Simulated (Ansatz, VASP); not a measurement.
**Al8N: VASP beside Ansatz**

The input INCAR:

```
SYSTEM = Al8N
ALGO     = Normal         ! electronic algorithm
DIPOL    = 0.5 0.5 0.402
EDIFF    = 1E-7           ! SCF threshold, eV
ENCUT    = 520            ! plane-wave cutoff, eV
GGA      = PE             ! functional
IDIPOL   = 3            
ISIF     = 2              ! what is computed and relaxed
ISMEAR   = 0              ! smearing method
LASPH    = .True.         ! aspherical terms in the spheres
LCHARG   = .True.         ! write CHGCAR
LDIPOL   = .True.       
LELF     = .True.         ! ELF
LREAL    = .False.        ! projectors in reciprocal space
LVACPOTAV= .True.       
LVHAR    = .True.       
LWAVE    = .False.        ! write WAVECAR
NBANDS   = 24             ! bands
NELM     = 60             ! most SCF steps
PREC     = Accurate       ! precision mode
SIGMA    = 0.1            ! smearing width, eV
```

KPOINTS

```
k-points
0
Gamma
  9 9 1
  0 0 0
```

File POSCAR:

```
Al8N
1.0
    2.8543223330      0.0000000000      0.0000000000
   -1.4271611665      2.4719156510      0.0000000000
    0.0000000000      0.0000000000     33.4760593533
Al N
8 1
Direct
    0.3333333333      0.6666666667      0.1194883770
    0.0000000000      0.0000000000      0.1895622803
    0.6666666667      0.3333333333      0.2596361837
    0.0000000000      0.0000000000      0.3297100869
    0.3333333333      0.6666666667      0.3992195594
    0.0000000000      0.0000000000      0.4696536480
    0.6666666667      0.3333333333      0.5400996810
    0.0000000000      0.0000000000      0.6116627748
    0.0000000000      0.0000000000      0.7003828947
```

Input for Ansatz:

```yaml
crystal:
  lattice:
    - [2.854322333, 0.0, 0.0]
    - [-1.4271611665, 2.471915651, 0.0]
    - [0.0, 0.0, 33.4760593533]
  atoms:
    - { symbol: Al, position: [0.3333333333, 0.6666666667, 0.119488377] }
    - { symbol: Al, position: [0.0, 0.0, 0.1895622803] }
    - { symbol: Al, position: [0.6666666667, 0.3333333333, 0.2596361837] }
    - { symbol: Al, position: [0.0, 0.0, 0.3297100869] }
    - { symbol: Al, position: [0.3333333333, 0.6666666667, 0.3992195594] }
    - { symbol: Al, position: [0.0, 0.0, 0.469653648] }
    - { symbol: Al, position: [0.6666666667, 0.3333333333, 0.540099681] }
    - { symbol: Al, position: [0.0, 0.0, 0.6116627748] }
    - { symbol: "N", position: [0.0, 0.0, 0.7003828947] }
basis:
  ecutwfc: 420
kpoints:
  mp_grid: { grid: [9, 9, 1] }
hamiltonian:
  xc: pbe
scf:
  occupations: { method: gaussian, width: 0.1 }
output:
  forces: true
  eigenvalues: true
efield:
  axis: 3
  dipole_correction: true
  ramp_width: 0.04
```

Alike in both runs: task single point; functional PBE; k mesh 9 × 9 × 1; occupations gaussian, width 0.1 eV; no spin polarisation.

|  | VASP | Ansatz |
| --- | --- | --- |
| version | VASP 6.6.1 | Ansatz 0.2.0 |
| potentials or method | VASP PAW PBE potentials, release 64 (Al, N), cutoff 520 eV | scalar-relativistic, plane waves, PAW |
| valence electrons in the cell | 29 | 29 |

```tsv
	VASP	Ansatz	Ansatz less VASP
gap on the k mesh at the Fermi level (eV)	none	none	-
rms of the force components (eV/Å)	0.361	0.362	+0.0005
work function, face that differs most (eV)	4.05	4.05	+0.002
```

Atom by atom the forces differ by 0.001 eV/Å (rms over components). A gap of «none» marks a metal or a gap that the smearing closes.
